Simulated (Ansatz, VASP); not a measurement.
TiC in VASP and in Ansatz

```
Ti C
1.0
     0.12172    2.16400    2.16400
     2.16400    0.12172    2.16400
     2.28572    2.28572    0.00000
Ti C
1 1
Cartesian
  0.0000 0.0000 0.0000
  2.2857 2.2857 2.1640
```

Change from the starting cell: strain +0.1125 x Voigt [0, 0, 0, 0, 0, 1], atoms carried along.

Alike in both runs: task single point; functional r2SCAN; k mesh 18 × 18 × 18; occupations gaussian, width 0.15 eV; no spin polarisation.

|  | VASP | Ansatz |
| --- | --- | --- |
| version | VASP 6.6.1 | Ansatz 0.2.0 |
| potentials or method | VASP PAW PBE potentials, release 64 (Ti_sv, C), cutoff 520 eV | scalar-relativistic, plane waves, PAW |
| valence electrons in the cell | 16 | 16 |

|  | VASP | Ansatz | Ansatz less VASP |
| --- | --- | --- | --- |
| gap on the k mesh at the Fermi level (eV) | none | none | - |
| pressure (GPa) | 1.8 | 0.9 | -0.96 |
| traceless stress, the component that is largest in VASP (GPa) | -20.90 | -20.85 | +0.046 |

VASP's potentials were made for PBE, not for r2SCAN. A gap of «none» marks a metal or a gap that the smearing closes.
